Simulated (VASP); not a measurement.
# Ti3Al5: single point with PBEsol

Ti3Al5:

```
Ti Al
1.0
     4.00481    0.00000    0.00000
     0.00000    4.13916    0.00000
     0.00000    0.00000    8.30844
Ti Al
3 5
Direct
  0.00000 0.50000 0.26546
  0.00000 0.50000 0.73454
  0.50000 0.50000 0.00000
  0.00000 0.00000 0.00000
  0.00000 0.00000 0.50000
  0.50000 0.50000 0.50000
  0.50000 0.00000 0.23882
  0.50000 0.00000 0.76118
```

* Program: VASP 6.6.1
* Task: single point
* Functional: PBEsol
* Potentials or basis: VASP PAW PBE potentials, release 64 (Ti_sv, Al)
* Cutoff: 520 eV
* k mesh: 10 × 10 × 6
* Occupations: gaussian, width 0.1 eV
* Spin: no spin polarisation
* Dipole correction: no
* Further INCAR settings: ALGO = Fast; EDIFF = 1e-06; NBANDS = 36

```json
{
 "Pressure": "-9.0 GPa",
 "Largest force": "0.004 eV/Å",
 "Band gap on the k mesh": "zero (an odd number of electrons rules out a gap without spin polarisation)"
}
```

Forces on the atoms (eV/Å):
```
Ti   0.000  0.000 -0.004
Ti   0.000  0.000  0.004
Ti   0.000  0.000  0.000
Al   0.000  0.000  0.000
Al   0.000  0.000  0.000
Al   0.000  0.000  0.000
Al   0.000  0.000  0.004
Al   0.000  0.000 -0.004
```

Levels at points of the mesh, in eV from the Fermi level:
```csv
k point,band 22,band 23,band 24,band 25,band 26,band 27,band 28,band 29,band 30,band 31
"(0.00, 0.00, 0.00)",-0.94,-0.68,-0.65,-0.48,-0.33,0.14,0.68,0.72,0.84,1.18
"(0.50, 0.00, 0.00)",-1.30,-1.12,-0.83,-0.46,-0.11,0.71,0.99,1.34,1.35,1.45
"(0.00, 0.50, 0.00)",-0.61,-0.43,-0.17,0.12,0.74,0.79,1.00,1.31,1.48,1.53
"(0.50, 0.50, 0.00)",-2.15,-1.72,-0.78,-0.73,-0.10,-0.05,1.04,1.07,1.14,1.20
"(0.00, 0.00, 0.50)",-0.69,-0.65,-0.57,-0.41,-0.30,0.20,0.59,0.77,0.86,0.95
"(0.50, 0.00, 0.50)",-1.19,-0.89,-0.62,-0.58,-0.45,0.93,1.10,1.25,1.32,1.40
"(0.00, 0.50, 0.50)",-1.16,-0.70,0.65,0.69,0.73,0.76,0.91,1.02,1.21,1.34
"(0.50, 0.50, 0.50)",-1.96,-1.73,-1.51,-0.97,-0.69,-0.24,1.10,1.12,1.20,1.48
```

It took 57 min on 1 thread of Oxide Virtual Turin-like Processor, with other jobs on the host, peak memory 0.6 GiB.

Caveat: the cell stands under tension; the PAW data sets were made with another functional, which shifts forces and pressure a little.
